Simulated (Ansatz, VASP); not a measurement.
**Al: VASP beside Ansatz**

```
CELL_PARAMETERS angstrom
0.00000 1.99180 1.99180
1.99180 0.00000 1.99180
1.99180 1.99180 0.00000
ATOMIC_POSITIONS crystal
Al 0.00000 0.00000 0.00000
```

Alike in both runs: functional LDA; k mesh 18 × 18 × 18; occupations gaussian, width 0.1 eV; no spin polarisation.

Ansatz relaxed the structure, and its values are those at the end. VASP's run is a single point on that final structure, the one shown.

|  | VASP | Ansatz |
| --- | --- | --- |
| version | VASP 6.6.1 | Ansatz 0.2.0 |
| potentials or method | VASP PAW LDA potentials, release 64 (Al), cutoff 500 eV | scalar-relativistic, plane waves, PAW |
| valence electrons in the cell | 3 | 3 |

```tsv
	VASP	Ansatz	Ansatz less VASP
gap on the k mesh at the Fermi level (eV)	none	none	-
pressure (GPa)	0.1	0.0	-0.07
```

LDA's correlation is that of Perdew and Zunger in VASP and of Perdew and Wang (1992) in Ansatz. A gap of «none» marks a metal or a gap that the smearing closes.
